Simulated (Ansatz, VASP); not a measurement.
# Two plane-wave programs on Cd

```xyz
1
Lattice="0.0000 2.2542 2.2542 2.2542 0.0000 2.2542 2.2542 2.2542 0.0000" Properties=species:S:1:pos:R:3 pbc="T T T"
Cd    0.0000    0.0000    0.0000
```

Alike in both runs: task single point; functional PBE; k mesh 18 × 18 × 18; occupations gaussian, width 0.15 eV; no spin polarisation.

|  | VASP | Ansatz |
| --- | --- | --- |
| version | VASP 6.6.1 | Ansatz 0.2.0 |
| potentials or method | VASP PAW PBE potentials, release 64 (Cd), cutoff 520 eV | scalar-relativistic, plane waves, PAW |
| valence electrons in the cell | 12 | 20 |

```tsv
	VASP	Ansatz	Ansatz less VASP
gap on the k mesh at the Fermi level (eV)	none	none	-
pressure (GPa)	0.2	-0.1	-0.29
```

A gap of «none» marks a metal or a gap that the smearing closes. The functional is the same, so the differences come from potentials, cutoffs and numerics. VASP's potentials hold 12 valence electrons a cell and Ansatz's 20, so a difference there can come from the potentials and not from the codes.
